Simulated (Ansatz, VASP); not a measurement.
One calculation of Ba3Mo, two programs

Contents of INCAR:

```
  PREC = Accurate
  ENCUT = 600
  EDIFF = 1E-6
  ISMEAR = 0
  SIGMA = 0.1
  LREAL = F
  LASPH = T
  NELM = 100
  ALGO = Fast
  ISIF = 3
  LWAVE = F
  LCHARG = F
  GGA = PE
  IBRION = 2
  NSW = 100
  EDIFFG = -0.01
```

Contents of KPOINTS:

```
Automatic mesh
0
Gamma
  10 10 10
```

POSCAR

```
Ba3Mo
1.0
    5.3018976511      0.0000000000      0.0000000000
    0.0000000000      5.3018976511      0.0000000000
    0.0000000000      0.0000000000      5.3018976511
Ba Mo
3 1
Direct
    0.0000000000      0.5000000000      0.5000000000
    0.5000000000      0.0000000000      0.5000000000
    0.5000000000      0.5000000000      0.0000000000
    0.0000000000      0.0000000000      0.0000000000
```

Input for Ansatz:

```yaml
crystal:
  lattice:
    - [5.3018976511, 0.0, 0.0]
    - [0.0, 5.3018976511, 0.0]
    - [0.0, 0.0, 5.3018976511]
  atoms:
    - { symbol: Ba, position: [0.0, 0.5, 0.5] }
    - { symbol: Ba, position: [0.5, 0.0, 0.5] }
    - { symbol: Ba, position: [0.5, 0.5, 0.0] }
    - { symbol: Mo, position: [0.0, 0.0, 0.0] }
basis:
  ecutwfc: 420
kpoints:
  mp_grid: { grid: [10, 10, 10] }
hamiltonian:
  xc: pbe
scf:
  occupations: { method: gaussian, width: 0.1 }
output:
  forces: true
  stress: true
  eigenvalues: true
relax:
  adjacent_minimum: "off"
  f_tol: 0.01
  max_steps: 80
  cell: { stress_tol: 0.05 }
```

Alike in both runs: task relaxation of cell and atoms; functional PBE; k mesh 10 × 10 × 10; occupations gaussian, width 0.1 eV; no spin polarisation.

|  | VASP | Ansatz |
| --- | --- | --- |
| version | VASP 6.6.1 | Ansatz 0.2.0 |
| potentials or method | VASP PAW PBE potentials, release 64 (Ba_sv, Mo_sv), cutoff 600 eV | scalar-relativistic, plane waves, PAW |
| valence electrons in the cell | 44 | 44 |

```csv
,VASP,Ansatz,Ansatz less VASP
"gap on the k mesh at the Fermi level, each at its own relaxed structure (eV)",none,none,-
relaxed volume (Å³/atom),39.08,37.78,-1.305
relaxed cell length with the largest relative difference (Å),5.387,5.326,-0.0607
```

A gap of «none» marks a metal or a gap that the smearing closes.

Spin-orbit coupling is off throughout.
